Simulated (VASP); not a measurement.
Here is a VASP 6.6.1 calculation.

File INCAR:

```
SYSTEM = Sn
PREC = Accurate
ENCUT = 520
EDIFF = 1E-6
ISMEAR = -1
SIGMA = 0.05
LREAL = .False.
LASPH = .True.
NELM = 60
ALGO = Normal
ISIF = 2
LWAVE = .False.
LCHARG = .False.
GGA = PE
NBANDS = 21
```

KPOINTS

```
Automatic mesh
0
Gamma
  8 8 8
  0 0 0
```

The input POSCAR:

```
Sn
1.0
   -2.9254397530      2.9254397530      1.5993019889
    2.9254397530     -2.9254397530      1.5993019889
    2.9548411576      2.9548411576     -1.5993019889
Sn
2
Direct
    0.0000000000      0.0000000000      0.0000000000
    0.7500000000      0.2500000000      0.5000000000
```

Potentials or basis: VASP PAW PBE potentials, release 64 (Sn_d).

Launch:

```console
$ cat potpaw_PBE.64/Sn_d/POTCAR > POTCAR
$ mpirun -np 1 vasp_std > vasp.out
```

Question: What does it give for the band gap on the k mesh?

Answer: Zero (bands 14 and 15 overlap by 3.59 eV).

Question: Estimate the pressure.

Answer: 1.4 GPa.

Stress tensor (GPa, compression positive):
```
 0.95 -0.24  0.00
-0.24  0.95  0.00
 0.00  0.00  2.30
```

Caveat: spin-orbit coupling is left out, which moves the levels of the heavy elements.
